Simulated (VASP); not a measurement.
# Ta (C2/m) in VASP: single point with PBE

Aim: the single point of Ta with PBE.

Program: VASP 6.6.1. These are calculated values, not measurements. Logs are shortened: lines on timing, memory, paths and dates and some standing lists are left out, and cuts for length are marked.

## 1. The cell of the first run

The typed cell holds 1 atom: a = 2.908 Å, b = 2.908 Å, c = 3.064 Å, α = 61.73°, β = 61.73°, γ = 90.00°.

## 2. Single point, PBE

INCAR

```
SYSTEM = Ta
PREC     = Accurate       ! precision mode
ENCUT    = 520            ! plane-wave cutoff, eV
EDIFF    = 1E-6           ! SCF threshold, eV
ISMEAR   = 0              ! smearing method
SIGMA    = 0.1            ! smearing width, eV
LREAL    = .False.        ! projectors in reciprocal space
LASPH    = .True.         ! aspherical terms in the spheres
NELM     = 100            ! most SCF steps
ALGO     = Fast           ! electronic algorithm
ISIF     = 2              ! what is computed and relaxed
LWAVE    = .False.        ! write WAVECAR
LCHARG   = .False.        ! write CHGCAR
GGA      = PE             ! functional
NBANDS   = 12             ! bands
ISYM     = 0
```

KPOINTS

```
regular mesh
0
Gamma
  12 12 16
  0 0 0
```

POSCAR

```
Ta
1.0
    2.9076474767     -0.0000003876     -0.0015014236
   -0.0000003876      2.9076474767     -0.0015014236
    1.4526978152      1.4526978152      2.2735178484
Ta
1
Direct
    0.0000000000      0.0000000000      0.0000000000
```

Potentials or basis: VASP PAW PBE potentials, release 64 (Ta_pv).

The run is started by

```
> cat potpaw_PBE.64/Ta_pv/POTCAR > POTCAR
> mpirun -np 1 vasp_std > vasp.out
```

OUTCAR:

```text
SYSTEM = Ta
   PREC = Accurate
   ENCUT = 520
   EDIFF = 1E-6
   ISMEAR = 0
   LREAL = .False.
   LASPH = .True.
   NELM = 100
   ISIF = 2
   GGA = PE
   ISYM = 0

 ion  position               nearest neighbor table
   1  0.000  0.000  0.000-

IMPORTANT INFORMATION: All symmetrisations will be switched off!
NOSYMM: (Re-)initialisation of all symmetry stuff for point group C_1.

----------------------------------------------------------------------------------------

                                     Primitive cell

  volume of cell :      19.2339

  direct lattice vectors                    reciprocal lattice vectors
     2.907647477 -0.000000388 -0.001501424     0.343807247 -0.000113353 -0.219608291
    -0.000000388  2.907647477 -0.001501424    -0.000113353  0.343807247 -0.219608291
     1.452697815  1.452697815  2.273517848     0.000226974  0.000226974  0.439556941

  length of vectors
     2.907647864  2.907647864  3.064236494     0.407959848  0.407959848  0.439557058

  position of ions in fractional coordinates (direct lattice)
     0.000000000  0.000000000  0.000000000

  ion indices of the primitive-cell ions
   primitive index   ion index
                 1           1

----------------------------------------------------------------------------------------

 KPOINTS: regular mesh

Automatic generation of k-mesh.
 Grid dimensions read from file:
 generate k-points for:   12   12   16

 Generating k-lattice:

  Cartesian coordinates                     Fractional coordinates (reciprocal lattice)
     0.028650604 -0.000009446 -0.018300691     0.083333333  0.000000000  0.000000000
    -0.000009446  0.028650604 -0.018300691     0.000000000  0.083333333  0.000000000
     0.000014186  0.000014186  0.027472309     0.000000000  0.000000000  0.062500000

  Length of vectors
     0.033996654  0.033996654  0.027472316

  Shift w.r.t. Gamma in fractional coordinates (k-lattice)
     0.000000000  0.000000000  0.000000000

 Subroutine IBZKPT returns following result:
 ===========================================

 Found   1156 irreducible k-points:

 Following reciprocal coordinates:
            Coordinates               Weight
  0.000000  0.000000  0.000000      1.000000
  0.083333  0.000000 -0.000000      2.000000
 -0.000000 -0.083333  0.000000      2.000000
  0.166667  0.000000  0.000000      2.000000
 -0.000000 -0.166667  0.000000      2.000000
  0.250000  0.000000 -0.000000      2.000000
[... 16 lines left out ...]
  0.500000  0.083333  0.000000      2.000000
 -0.083333  0.500000 -0.000000      2.000000
 [... further k-points ...]
[... 23 lines left out ...]
   NFREE  =      0    steps in history (QN), initial steepest desc. (CG)
   ISIF   =      2    stress and relaxation
   ISYM   =      0    0-nonsym 1-usesym 2-fastsym
   POTIM  = 0.5000    time-step for ionic-motion
   TEBEG  =    0.0;   TEEND  =   0.0 temperature during run
   PSTRESS=    0.0 pullay stress
   NELECT =      11.0000    total number of electrons
   NUPDOWN=      -1.0000    fix difference up-down
   EMIN   =  10.00;   EMAX   =-10.00  energy-range for DOS
   EFERMI =   0.00;   METHOD = LEGACY
   ISMEAR =     0;   SIGMA  =   0.10  broadening in eV -4-tet -1-fermi 0-gaus
   EFERMI_NEDOS =   21; number of points for ismear=-14 and -15
   IALGO  =     68    algorithm
   IMIX   =      4    mixing-type and parameters
     AMIX     =   0.40;   BMIX     =  1.00
     AMIX_MAG =   1.60;   BMIX_MAG =  1.00
  volume/ion in A,a.u.               =      19.23       129.80
  Fermi-wavevector in a.u.,A,eV,Ry     =   1.358886  2.567922 25.124116  1.846570
  Thomas-Fermi vector in A             =   2.485681
   LORBIT       =      0    0 simple, 1 ext, 2 COOP (PROOUT), +10 PAW based schemes
   GGA     = PE    functional components
   LHFCALC =     F    Hartree Fock is set to
   AEXX    =    0.0000 exact exchange contribution
   IVDW    =     0    specifies the selected vdW correction
   LEPSILON=     F    determine dielectric tensor
   LRPA    =     F    only Hartree local field effects (RPA)
 non-spin polarized calculation
 RMM-DIIS sequential band-by-band and
 Gauss-broadening in eV      SIGMA  =   0.10
  energy-cutoff  :      520.00
  volume of cell :       19.23
 maximum number of plane-waves:       533
 NGX is ok and might be reduce to    24
   NGX = 11   NGY = 11   NGZ = 11

 number of electron      11.0000001 magnetization

 Free energy of the ion-electron system (eV)
  ---------------------------------------------------
  ext. energy  EPLUGINS =         0.00000000
  ---------------------------------------------------
  free energy    TOTEN  =       -11.60590703 eV

  energy without entropy =      -11.59932545  energy(sigma->0) =      -11.60261624

 E-fermi :   5.2618     XC(G=0): -12.2846

 val. band max:        5.2555788918   @ k =  -0.0833   0.4167  -0.0000
 cond. band min:       5.2623421001   @ k =  -0.0833  -0.4167  -0.4375
 fundamental gap:      0.0067632083
 Fermi energy:         5.2617586924

 k-point     1 :       0.0000    0.0000    0.0000
  band No.  band energies     occupation
      1     -28.3984      2.00000
      2     -28.3499      2.00000
      3     -28.3489      2.00000
      4      -2.6934      2.00000
      5       4.9677      1.99997
      6       6.3019      0.00000
      7       6.3031      0.00000
      8       7.6353      0.00000
      9       9.5834      0.00000
     10      17.8631      0.00000
     11      19.4187      0.00000
     12      20.7058      0.00000
[... 331 lines left out ...]
 k-point    24 :      -0.0833    0.5000   -0.0000
  band No.  band energies     occupation
      1     -29.2986      2.00000
      2     -28.5796      2.00000
      3     -28.4542      2.00000
      4       1.0646      2.00000
      5       5.0178      1.99944
      6       5.3705      0.12423
      7       6.3491      0.00000
      8      10.7747      0.00000
      9      11.2518      0.00000
     10      15.0359      0.00000
     11      17.8658      0.00000
     12      19.4235      0.00000

 [... further k-points ...]
[... 5 lines left out ...]
  --------------------------------------------------------------------------------------
  -------------------------------------------------------------------------------------
  Total       -0.9278871     -0.9278871      0.0077824     -0.0123603     -0.0021528     -0.0021605
  in kB      -77.2925041    -77.2925001      0.6482666     -1.0296082     -0.1793302     -0.1799673
  external PRESSURE =     -51.3122459 kB  Pullay stress =       0.0000000 kB

 VOLUME and BASIS-vectors are now :
 -----------------------------------------------------------------------------
  energy-cutoff  :      520.00
  volume of cell :       19.23
      direct lattice vectors                 reciprocal lattice vectors
     2.907647477 -0.000000388 -0.001501424     0.343807247 -0.000113353 -0.219608291
    -0.000000388  2.907647477 -0.001501424    -0.000113353  0.343807247 -0.219608291
     1.452697815  1.452697815  2.273517848     0.000226974  0.000226974  0.439556941

 POSITION                                       TOTAL-FORCE (eV/Angst)
 -----------------------------------------------------------------------------------
      0.00000      0.00000      0.00000         0.000000     -0.000000     -0.000000
 -----------------------------------------------------------------------------------
    total drift:                                0.000000     -0.000000     -0.000000

  FREE ENERGIE OF THE ION-ELECTRON SYSTEM (eV)
  ---------------------------------------------------
  free  energy   TOTEN  =       -11.6059070333 eV

  energy  without entropy=      -11.5993254490  energy(sigma->0) =      -11.60261624
```

OSZICAR:

```text
N       E                     dE             d eps       ncg     rms          rms(c)
DAV:   1     0.604493752074E+02    0.60449E+02   -0.60798E+03 27792   0.865E+02
DAV:   2    -0.110892686089E+02   -0.71539E+02   -0.69824E+02 30904   0.242E+02
DAV:   3    -0.121142040904E+02   -0.10249E+01   -0.10140E+01 33648   0.272E+01
DAV:   4    -0.121173017138E+02   -0.30976E-02   -0.30971E-02 30724   0.166E+00
DAV:   5    -0.121173136557E+02   -0.11942E-04   -0.11943E-04 33904   0.989E-02    0.119E+01
RMM:   6    -0.117222417608E+02    0.39507E+00   -0.27768E-01 29758   0.440E+00    0.564E+00
RMM:   7    -0.116062375462E+02    0.11600E+00   -0.28711E-01 30987   0.437E+00    0.397E-01
RMM:   8    -0.116058311560E+02    0.40639E-03   -0.12597E-02 33867   0.101E+00    0.286E-01
RMM:   9    -0.116059219902E+02   -0.90834E-04   -0.19691E-03 35237   0.392E-01    0.678E-02
RMM:  10    -0.116059018670E+02    0.20123E-04   -0.29292E-04 36681   0.140E-01    0.169E-02
RMM:  11    -0.116059052572E+02   -0.33901E-05   -0.64466E-05 36759   0.576E-02    0.919E-03
RMM:  12    -0.116059068217E+02   -0.15645E-05   -0.96498E-06 34464   0.215E-02    0.714E-03
RMM:  13    -0.116059070333E+02   -0.21164E-06   -0.36944E-06 27576   0.126E-02
   1 F= -.11605907E+02 E0= -.11602616E+02  d E =-.658158E-02
```

Run time: 1.7 min. Hardware: 1 thread of Intel Xeon Platinum 8559C (Emerald Rapids), shared host; peak memory 0.35 GiB.

What came out:

```
Free energy : -11.6059 eV
Pressure    : -5.1 GPa
```

Caveat: spin-orbit coupling is left out, which moves the levels of the heavy elements.
